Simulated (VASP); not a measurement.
Write the native input for VASP 6.6.1 that does the following.

| Item | Value |
| --- | --- |
| Task | single point |
| Functional | r2SCAN |
| Potentials or basis | VASP PAW PBE potentials, release 64 (Na_pv) |
| Cutoff | 520 eV |
| k mesh | 9 × 9 × 9 |
| Occupations | fermi-dirac, width 0.05 eV |
| Spin | no spin polarisation |
| Dipole correction | no |
| Further INCAR settings | ALGO = Normal; EDIFF = 1e-06; NBANDS = 10 |

The system is Na.

```
Na
1.0
    -2.12663    2.12663    2.12663
     2.12663   -2.12663    2.12663
     2.12663    2.12663   -2.12663
Na
1
Direct
  0.00000 0.00000 0.00000
```

The input as run:

POSCAR

```
Na
1.0
   -2.1266304395      2.1266304395      2.1266304395
    2.1266304395     -2.1266304395      2.1266304395
    2.1266304395      2.1266304395     -2.1266304395
Na
1
Direct
    0.0000000000      0.0000000000      0.0000000000
```

INCAR.step1

```
SYSTEM = Na
PREC     = Accurate       ! precision mode
ENCUT    = 520            ! plane-wave cutoff, eV
ISMEAR   = -1             ! smearing method
SIGMA    = 0.05           ! smearing width, eV
LREAL    = .FALSE.        ! projectors in reciprocal space
LASPH    = .TRUE.         ! aspherical terms in the spheres
NELM     = 100            ! most SCF steps
NBANDS   = 10             ! bands
GGA      = PE             ! functional
ALGO     = Normal         ! electronic algorithm
EDIFF    = 1E-4           ! SCF threshold, eV
LWAVE    = .TRUE.         ! write WAVECAR
LCHARG   = .FALSE.        ! write CHGCAR
```

INCAR.step2

```
SYSTEM = Na
PREC     = Accurate       ! precision mode
ENCUT    = 520            ! plane-wave cutoff, eV
EDIFF    = 1E-6           ! SCF threshold, eV
ISMEAR   = -1             ! smearing method
SIGMA    = 0.05           ! smearing width, eV
LREAL    = .FALSE.        ! projectors in reciprocal space
LASPH    = .TRUE.         ! aspherical terms in the spheres
NELM     = 100            ! most SCF steps
ALGO     = Normal         ! electronic algorithm
ISIF     = 2              ! what is computed and relaxed
LWAVE    = .FALSE.        ! write WAVECAR
LCHARG   = .FALSE.        ! write CHGCAR
METAGGA  = R2SCAN         ! meta-GGA
LMIXTAU  = .TRUE.       
NBANDS   = 10             ! bands
ISTART   = 1
```

KPOINTS

```
Automatic mesh
0
G
  9 9 9
  0 0 0
```

Potentials or basis: VASP PAW PBE potentials, release 64 (Na_pv).

Command:

```console
$ cat potpaw_PBE.64/Na_pv/POTCAR > POTCAR
$ cp INCAR.step1 INCAR
$ mpirun -np 1 vasp_std > vasp.out
$ cp INCAR.step2 INCAR
$ mpirun -np 1 vasp_std > vasp.out
```

It gave:

The pressure is -0.1 GPa.

Caveat: the PAW data sets were made with another functional, which shifts forces and pressure a little.

Run time: 35 s on 1 thread of Intel(R) Xeon(R) Platinum 8259CL CPU @ 2.50GHz (Skylake/Cascade Lake), on a shared host, peak memory 0.16 GiB.
